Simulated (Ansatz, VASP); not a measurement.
## InSb4: VASP beside Ansatz

```
CELL_PARAMETERS angstrom
-3.44889 3.44889 3.44889
3.44889 -3.44889 3.44889
3.44889 3.44889 -3.44889
ATOMIC_POSITIONS crystal
In 0.00000 0.00000 0.00000
Sb 0.50000 0.50000 0.50000
Sb 0.00000 0.00000 0.50000
Sb 0.00000 0.50000 0.00000
Sb 0.50000 0.00000 0.00000
```

Alike in both runs: task relaxation of cell and atoms; functional PBE; k mesh 8 × 8 × 8; occupations gaussian, width 0.1 eV; no spin polarisation.

|  | VASP | Ansatz |
| --- | --- | --- |
| version | VASP 6.6.1 | Ansatz 0.2.0 |
| potentials or method | VASP PAW PBE potentials, release 64 (In_d, Sb), cutoff 600 eV | scalar-relativistic, plane waves, PAW |
| valence electrons in the cell | 33 | 73 |

Ansatz gave:

* gap on the k mesh at the Fermi level, each at its own relaxed structure (eV): none
* relaxed volume (Å³/atom): 32.89
* relaxed cell length with the largest relative difference (Å): 5.978

Question: What did VASP give for the same quantities?

Answer: gap on the k mesh at the Fermi level, each at its own relaxed structure (eV): none; relaxed volume (Å³/atom): 32.82; relaxed cell length with the largest relative difference (Å): 5.974.

A gap of «none» marks a metal or a gap that the smearing closes. VASP's potentials hold 33 valence electrons a cell and Ansatz's 73, so a difference there can come from the potentials and not from the codes.

Neither program's run includes spin-orbit coupling. Noted on VASP's run: the relaxation stopped at its first step, so nothing moved; too few bands were computed for a metal, which touches its energy and stress.
